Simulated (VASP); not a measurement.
## Zn8O7 (a cell with a defect): single point with PBEsol

Zn8O7 (a cell with a defect):

```
Zn O
1.0
    -3.22000   -5.57720    0.00000
     4.83000   -2.78860    0.00000
     0.00000    0.00000    5.20000
Zn O
8 7
Direct
  0.50031 0.37360 0.98844
  0.50029 0.66662 0.55295
  0.27403 0.82030 0.99163
  0.25476 0.16634 0.49418
  0.00025 0.32848 0.99421
  0.00025 0.66859 0.49506
  0.72629 0.82016 0.99153
  0.74590 0.16630 0.49417
  0.50032 0.34888 0.37349
  0.25954 0.82787 0.37705
  0.25956 0.16536 0.87997
  0.00032 0.33069 0.37750
  0.00025 0.67232 0.88121
  0.74099 0.82786 0.37697
  0.74100 0.16528 0.87995
```

* Program: VASP 6.6.1
* Task: single point
* Functional: PBEsol
* Potentials or basis: VASP PAW PBE potentials, release 64 (Zn, O)
* Cutoff: 520 eV
* k mesh: 2 × 3 × 3
* Occupations: fermi-dirac, width 0.05 eV
* Spin: no spin polarisation
* Dipole correction: no
* Further INCAR settings: LREAL = Auto; ALGO = Normal; EDIFF = 1e-06; NBANDS = 82

| Quantity | Value |
| --- | --- |
| Pressure | -5.1 GPa |
| Largest force | 0.060 eV/Å |
| Band gap on the k mesh | 1.45 eV |

Forces in eV/Å, atoms in the order of the input:
```
Zn   0.041 -0.023 -0.007
Zn  -0.001  0.001  0.060
Zn  -0.033 -0.018 -0.013
Zn  -0.003 -0.006  0.000
Zn  -0.002  0.001 -0.002
Zn   0.006 -0.003 -0.006
Zn  -0.002  0.035 -0.012
Zn   0.004  0.006  0.000
O   -0.007  0.003 -0.007
O    0.000  0.005 -0.010
O   -0.002 -0.001 -0.001
O    0.007 -0.002 -0.001
O   -0.001  0.002  0.009
O   -0.004 -0.003 -0.009
O   -0.002  0.003 -0.001
```

Stress tensor (GPa, compression positive):
```
-5.04  0.26  0.06
 0.26 -4.75 -0.04
 0.06 -0.04 -5.65
```

Levels at points of the mesh, in eV from the valence-band top:
| k point | band 65 | band 66 | band 67 | band 68 | band 69 | band 70 | band 71 | band 72 | band 73 | band 74 |
| --- | --- | --- | --- | --- | --- | --- | --- | --- | --- | --- |
| (0.00, 0.00, 0.00) | -1.19 | -0.96 | -0.62 | -0.44 | -0.38 | 2.60 | 3.74 | 4.14 | 4.72 | 5.40 |
| (0.50, 0.00, 0.00) | -1.31 | -0.98 | -0.64 | -0.57 | -0.05 | 1.45 | 4.30 | 4.73 | 4.80 | 4.82 |

It took 8.2 min on 1 thread of Intel Xeon 8259CL, on a shared host, peak memory 0.32 GiB.

Caveat: the k points lie up to 0.49 Å⁻¹ apart; the PAW data sets were made with another functional, which shifts forces and pressure a little.
